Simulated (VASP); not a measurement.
# HBr (I4/mmm) in VASP: notebook

The runs below take HBr through single point, with PBEsol.

Everything below comes from runs of VASP 6.6.1. Logs are shortened: lines on timing, memory, paths and dates and some standing lists are left out, and cuts for length are marked.

## 1. The cell of the first run

The structure is tetragonal, space group I4/mmm (No. 139). Conventional cell: a = 5.446 Å, b = 5.446 Å, c = 3.443 Å, α = 90.00°, β = 90.00°, γ = 90.00°. Within 2.3 Å of H (site symmetry 4/mmm) lie 2 Br at 1.72 Å. Within 2.3 Å of Br (site symmetry 4/mmm) lie 2 H at 1.72 Å.

## 2. Single point, PBEsol (strain along c alone, the other axes held: +3.0 %)

INCAR reads:

```
PREC = Accurate ; ENCUT = 520
EDIFF = 1E-6 ; ISMEAR = 0
SIGMA = 0.02 ; LREAL = F
LASPH = T ; NELM = 80
ALGO = Normal ; ISIF = 2
LWAVE = F ; LCHARG = F
GGA = PS ; NBANDS = 16
```

KPOINTS reads:

```
regular mesh
0
Gamma
  6 6 8
```

POSCAR reads:

```
HBr
1.0
    5.4459128156      0.0000000000      0.0000000000
    0.0000000000      5.4459128156      0.0000000000
    0.0000000000      0.0000000000      3.4425718638
H Br
2 2
Direct
    0.0000000000      0.0000000000      0.0000000000
    0.5000000000      0.5000000000      0.5000000000
    0.0000000000      0.0000000000      0.5000000000
    0.5000000000      0.5000000000      0.0000000000
```

Potentials or basis: VASP PAW PBE potentials, release 64 (H, Br).

Command:

```
$ cat potpaw_PBE.64/H/POTCAR potpaw_PBE.64/Br/POTCAR > POTCAR
$ mpirun -np 1 vasp_std > vasp.out
```

OUTCAR:

```text
PREC = Accurate
   ENCUT = 520
   EDIFF = 1E-6
   ISMEAR = 0
   LREAL = F
   LASPH = T
   NELM = 80
   ISIF = 2
   GGA = PS

 ion  position               nearest neighbor table
   1  0.000  0.000  0.000-   3 1.72   3 1.72
   2  0.500  0.500  0.500-   4 1.72   4 1.72
   3  0.000  0.000  0.500-   1 1.72   1 1.72
   4  0.500  0.500  0.000-   2 1.72   2 1.72

  LATTYP: Found a simple tetragonal cell.
 ALAT       =     5.4459128156
 C/A-ratio  =     0.6321386295

  Lattice vectors:

 A1 = (   5.4459128156,   0.0000000000,   0.0000000000)
 A2 = (   0.0000000000,   5.4459128156,   0.0000000000)
 A3 = (   0.0000000000,   0.0000000000,   3.4425718638)

Analysis of symmetry for initial positions (statically):
=====================================================================
 Subroutine PRICEL returns following result:

  LATTYP: Found a body centered tetragonal cell.
 ALAT       =     5.4459128156
 C/A-ratio  =     0.6321386295

  Lattice vectors:

 A1 = (   2.7229564078,  -2.7229564078,  -1.7212859319)
 A2 = (  -2.7229564078,   2.7229564078,  -1.7212859319)
 A3 = (   2.7229564078,   2.7229564078,   1.7212859319)

   2 primitive cells build up your supercell.

 Routine SETGRP: Setting up the symmetry group for a
 simple tetragonal supercell.

 Subroutine GETGRP returns: Found 16 space group operations
 (whereof 16 operations were pure point group operations)
 out of a pool of 16 trial point group operations.

The static configuration has the point symmetry D_4h.

Analysis of symmetry for dynamics (positions and initial velocities):
=====================================================================
 Subroutine PRICEL returns following result:

  LATTYP: Found a body centered tetragonal cell.
 ALAT       =     5.4459128156
 C/A-ratio  =     0.6321386295

  Lattice vectors:

 A1 = (   2.7229564078,  -2.7229564078,  -1.7212859319)
 A2 = (  -2.7229564078,   2.7229564078,  -1.7212859319)
 A3 = (   2.7229564078,   2.7229564078,   1.7212859319)

   2 primitive cells build up your supercell.

 Routine SETGRP: Setting up the symmetry group for a
 simple tetragonal supercell.

 Subroutine GETGRP returns: Found 16 space group operations
 (whereof 16 operations were pure point group operations)
 out of a pool of 16 trial point group operations.

The dynamic configuration has the point symmetry D_4h.

 Subroutine INISYM returns: Found 16 space group operations
 (whereof 16 operations are pure point group operations),
 and found     2 'primitive' translations

----------------------------------------------------------------------------------------

                                     Primitive cell

  volume of cell :      51.0498

  direct lattice vectors                    reciprocal lattice vectors
     2.722956408 -2.722956408 -1.721285932     0.183623946  0.000000000 -0.290480501
    -2.722956408  2.722956408 -1.721285932     0.000000000  0.183623946 -0.290480501
     2.722956408  2.722956408  1.721285932     0.183623946  0.183623946  0.000000000

  length of vectors
     4.218033719  4.218033719  4.218033719     0.343651968  0.343651968  0.259683475

  position of ions in fractional coordinates (direct lattice)
     0.000000000  0.000000000  0.000000000
     0.500000000  0.500000000  0.000000000

  ion indices of the primitive-cell ions
   primitive index   ion index
                 1           1
                 2           3

----------------------------------------------------------------------------------------

 KPOINTS: regular mesh

Automatic generation of k-mesh.
 Grid dimensions read from file:
 generate k-points for:    6    6    8

 Generating k-lattice:

  Cartesian coordinates                     Fractional coordinates (reciprocal lattice)
     0.030603991  0.000000000  0.000000000     0.166666667  0.000000000  0.000000000
     0.000000000  0.030603991  0.000000000     0.000000000  0.166666667  0.000000000
     0.000000000  0.000000000  0.036310063     0.000000000  0.000000000  0.125000000

  Length of vectors
     0.030603991  0.030603991  0.036310063

  Shift w.r.t. Gamma in fractional coordinates (k-lattice)
     0.000000000  0.000000000  0.000000000

 Subroutine IBZKPT returns following result:
 ===========================================

 Found     50 irreducible k-points:

 Following reciprocal coordinates:
            Coordinates               Weight
  0.000000  0.000000  0.000000      1.000000
  0.166667  0.000000  0.000000      4.000000
  0.333333  0.000000  0.000000      4.000000
  0.500000  0.000000  0.000000      2.000000
  0.166667  0.166667  0.000000      4.000000
  0.333333  0.166667  0.000000      8.000000
[... 16 lines left out ...]
  0.333333  0.000000  0.250000      8.000000
  0.500000  0.000000  0.250000      4.000000
 [... further k-points ...]
   k-points           NKPTS =     50   k-points in BZ     NKDIM =     50   number of bands    NBANDS=     16
   number of dos      NEDOS =    301   number of ions     NIONS =      4
   total plane-waves  NPLWV =  49392
   dimension x,y,z NGX =    42 NGY =   42 NGZ =   28
   dimension x,y,z NGXF=    84 NGYF=   84 NGZF=   56
   ions per type =               2   2
   NGX,Y,Z   is equivalent  to a cutoff of  12.82, 12.82, 13.52 a.u.
   NGXF,Y,Z  is equivalent  to a cutoff of  25.64, 25.64, 27.04 a.u.
 SYSTEM =  unknown system
   PREC   = accura    normal or accurate (medium, high low for compatibility)
   ISTART =      0    job   : 0-new  1-cont  2-samecut
   ICHARG =      2    charge: 1-file 2-atom 10-const
   ISPIN  =      1    spin polarized calculation?
   LNONCOLLINEAR =      F non collinear calculations
   LSORBIT =      F    spin-orbit coupling
   LASPH  =      T    aspherical Exc in radial PAW
   ENCUT  =  520.0 eV  38.22 Ry    6.18 a.u.  10.13 10.13  6.40*2*pi/ulx,y,z
   NELM   =     80;   NELMIN=  2; NELMDL= -5     # of ELM steps
   EDIFF  = 0.1E-05   stopping-criterion for ELM
   LREAL  =      F    real-space projection
   EDIFFG = 0.1E-04   stopping-criterion for IOM
   NSW    =      0    number of steps for IOM
   IBRION =     -1    ionic relax: 0-MD 1-quasi-New 2-CG
   NFREE  =      0    steps in history (QN), initial steepest desc. (CG)
   ISIF   =      2    stress and relaxation
   ISYM   =      2    0-nonsym 1-usesym 2-fastsym
   POTIM  = 0.5000    time-step for ionic-motion
   TEBEG  =    0.0;   TEEND  =   0.0 temperature during run
   PSTRESS=    0.0 pullay stress
   NELECT =      16.0000    total number of electrons
   NUPDOWN=      -1.0000    fix difference up-down
   EMIN   =  10.00;   EMAX   =-10.00  energy-range for DOS
   EFERMI =   0.00;   METHOD = LEGACY
   ISMEAR =     0;   SIGMA  =   0.02  broadening in eV -4-tet -1-fermi 0-gaus
   EFERMI_NEDOS =   21; number of points for ismear=-14 and -15
   IALGO  =     38    algorithm
   IMIX   =      4    mixing-type and parameters
     AMIX     =   0.40;   BMIX     =  1.00
     AMIX_MAG =   1.60;   BMIX_MAG =  1.00
  volume/ion in A,a.u.               =      25.52       172.25
  Fermi-wavevector in a.u.,A,eV,Ry     =   0.882619  1.667908 10.599165  0.779017
  Thomas-Fermi vector in A             =   2.003275
   LORBIT       =      0    0 simple, 1 ext, 2 COOP (PROOUT), +10 PAW based schemes
   GGA     = PS    functional components
   LHFCALC =     F    Hartree Fock is set to
   AEXX    =    0.0000 exact exchange contribution
   IVDW    =     0    specifies the selected vdW correction
   LEPSILON=     F    determine dielectric tensor
   LRPA    =     F    only Hartree local field effects (RPA)
 non-spin polarized calculation
 Gauss-broadening in eV      SIGMA  =   0.02
  energy-cutoff  :      520.00
  volume of cell :      102.10
 maximum number of plane-waves:      2776
 NGX is ok and might be reduce to    42
   NGX = 21   NGY = 21   NGZ = 13

 number of electron      16.0000006 magnetization

 Free energy of the ion-electron system (eV)
  ---------------------------------------------------
  ext. energy  EPLUGINS =         0.00000000
  ---------------------------------------------------
  free energy    TOTEN  =       -10.04573238 eV

  energy without entropy =      -10.04573238  energy(sigma->0) =      -10.04573238

 E-fermi :  -2.6432     XC(G=0):  -6.8197

 val. band max:       -2.8031510732   @ k =   0.5000   0.5000   0.2500
 cond. band min:      -1.7042160945   @ k =   0.0000   0.0000   0.0000
 fundamental gap:      1.0989349787
 Fermi energy:        -2.6432067228

 k-point     1 :       0.0000    0.0000    0.0000
  band No.  band energies     occupation
      1     -16.8595      2.00000
      2     -16.6290      2.00000
      3      -4.1540      2.00000
      4      -4.1540      2.00000
      5      -3.5116      2.00000
      6      -3.2959      2.00000
[... 8 lines left out ...]
     15      10.0824      0.00000
     16      11.7567      0.00000

 k-point     2 :       0.1667    0.0000    0.0000
  band No.  band energies     occupation
      1     -16.8439      2.00000
      2     -16.6442      2.00000
      3      -4.1221      2.00000
      4      -4.0903      2.00000
      5      -3.4969      2.00000
      6      -3.3101      2.00000
[... 8 lines left out ...]
     15       9.7384      0.00000
     16      11.1645      0.00000

 k-point     3 :       0.3333    0.0000    0.0000
  band No.  band energies     occupation
      1     -16.8013      2.00000
      2     -16.6860      2.00000
      3      -4.0103      2.00000
      4      -3.9099      2.00000
      5      -3.4870      2.00000
      6      -3.4570      2.00000
[... 8 lines left out ...]
     15       8.9875      0.00000
     16       9.6904      0.00000

 k-point     4 :       0.5000    0.0000    0.0000
  band No.  band energies     occupation
      1     -16.7434      2.00000
      2     -16.7434      2.00000
      3      -3.7942      2.00000
      4      -3.7942      2.00000
      5      -3.6466      2.00000
      6      -3.6466      2.00000
[... 8 lines left out ...]
     15       8.4728      0.00000
     16       8.4728      0.00000
[... 324 lines left out ...]
 k-point    22 :       0.1667    0.0000    0.2500
  band No.  band energies     occupation
      1     -16.3759      2.00000
      2     -16.2083      2.00000
      3      -7.5015      2.00000
      4      -7.3338      2.00000
      5      -3.7205      2.00000
      6      -3.6957      2.00000
[... 8 lines left out ...]
     15       7.6925      0.00000
     16       7.7229      0.00000

 k-point    23 :       0.3333    0.0000    0.2500
  band No.  band energies     occupation
      1     -16.3397      2.00000
      2     -16.2429      2.00000
      3      -7.4683      2.00000
      4      -7.3714      2.00000
      5      -3.6257      2.00000
      6      -3.5485      2.00000
[... 8 lines left out ...]
     15       7.7441      0.00000
     16       8.1280      0.00000

 k-point    24 :       0.5000    0.0000    0.2500
  band No.  band energies     occupation
      1     -16.2909      2.00000
      2     -16.2909      2.00000
      3      -7.4210      2.00000
      4      -7.4210      2.00000
      5      -3.4494      2.00000
      6      -3.4494      2.00000
[... 8 lines left out ...]
     15       8.6700      0.00000
     16       8.6700      0.00000

 [... further k-points ...]
[... 5 lines left out ...]
  --------------------------------------------------------------------------------------
  -------------------------------------------------------------------------------------
  Total       -0.0252733     -0.0252733     -3.4825306      0.0000000      0.0000000      0.0000000
  in kB       -0.3965959     -0.3965959    -54.6488647      0.0000000      0.0000000      0.0000000
  external PRESSURE =     -18.4806855 kB  Pullay stress =       0.0000000 kB

 VOLUME and BASIS-vectors are now :
 -----------------------------------------------------------------------------
  energy-cutoff  :      520.00
  volume of cell :      102.10
      direct lattice vectors                 reciprocal lattice vectors
     5.445912816  0.000000000  0.000000000     0.183623946  0.000000000  0.000000000
     0.000000000  5.445912816  0.000000000     0.000000000  0.183623946  0.000000000
     0.000000000  0.000000000  3.442571864     0.000000000  0.000000000  0.290480501

 POSITION                                       TOTAL-FORCE (eV/Angst)
 -----------------------------------------------------------------------------------
      0.00000      0.00000      0.00000         0.000000      0.000000     -0.000000
      2.72296      2.72296      1.72129         0.000000      0.000000     -0.000000
      0.00000      0.00000      1.72129         0.000000      0.000000     -0.000000
      2.72296      2.72296      0.00000        -0.000000     -0.000000      0.000000
 -----------------------------------------------------------------------------------
    total drift:                                0.000000     -0.000000     -0.000000

  FREE ENERGIE OF THE ION-ELECTRON SYSTEM (eV)
  ---------------------------------------------------
  free  energy   TOTEN  =       -10.0457323849 eV

  energy  without entropy=      -10.0457323849  energy(sigma->0) =      -10.04573238
```

It took 61 s on 1 thread of Intel Xeon Platinum 8259CL at 2.50GHz (Skylake/Cascade Lake), shared host; peak memory 0.25 GiB.

What came out:

```yaml
Free_energy: -10.0457 eV
Pressure: -1.8 GPa
Band_gap_on_the_k_mesh: 1.10 eV
```

Caveat: the cell differs from its parent crystal (strain along c alone, the other axes held: +3.0 %); the PAW data sets were made with another functional, which shifts forces and pressure a little. A k mesh can miss the band edges.

## 3. Single point, PBEsol (strain along c alone, the other axes held: +4.5 %)

INCAR reads:

```
  ALGO = Normal
  EDIFF = 1E-6
  ENCUT = 520
  GGA = PS
  ISIF = 2
  ISMEAR = 0
  LASPH = T
  LCHARG = F
  LREAL = F
  LWAVE = F
  NBANDS = 16
  NELM = 60
  PREC = Accurate
  SIGMA = 0.02
```

KPOINTS reads:

```
k-points
0
Gamma
  6 6 8
```

Edit POSCAR of step 2 so:

```diff
@@ -4,3 +4,3 @@
     0.0000000000      5.4459128156      0.0000000000
-    0.0000000000      0.0000000000      3.4425718638
+    0.0000000000      0.0000000000      3.4927064055
 H Br
```

Potentials or basis: VASP PAW PBE potentials, release 64 (H, Br).

Command:

```
$ cat potpaw_PBE.64/H/POTCAR potpaw_PBE.64/Br/POTCAR > POTCAR
$ mpirun -np 1 vasp_std > vasp.out
```

Wall time 70 s (1 thread of Intel Xeon Platinum 8259CL at 2.50GHz (Skylake/Cascade Lake), shared host); peak memory 0.25 GiB.

It converged, with:

```
Free energy            : -9.9846 eV
Pressure               : -2.6 GPa
Band gap on the k mesh : 0.95 eV
```

Stress tensor (GPa, compression positive):
```
-0.05  0.00  0.00
 0.00 -0.05  0.00
 0.00  0.00 -7.72
```

Levels at points of the mesh, in eV from the valence-band top:
```csv
k point,band 4,band 5,band 6,band 7,band 8,band 9,band 10,band 11,band 12,band 13
"(0.00, 0.00, 0.00)",-1.31,-0.79,-0.56,-0.21,-0.21,0.95,1.22,6.05,7.41,9.66
"(0.50, 0.00, 0.00)",-0.96,-0.81,-0.81,-0.67,-0.67,1.10,1.10,8.13,8.13,10.95
"(0.50, 0.50, 0.00)",-1.63,-0.67,-0.67,-0.08,-0.08,1.09,1.09,8.72,8.72,9.95
"(0.00, 0.00, 0.50)",-6.49,-0.21,-0.21,-0.21,-0.21,8.98,8.98,8.98,8.98,9.04
"(0.50, 0.00, 0.50)",-6.50,-0.27,-0.27,-0.19,-0.19,7.38,7.38,8.38,8.38,11.36
"(0.50, 0.50, 0.50)",-6.49,-0.32,-0.32,-0.32,-0.32,8.40,8.40,8.40,8.40,11.28
```

Caveat: the cell differs from its parent crystal (strain along c alone, the other axes held: +4.5 %); the PAW data sets were made with another functional, which shifts forces and pressure a little.
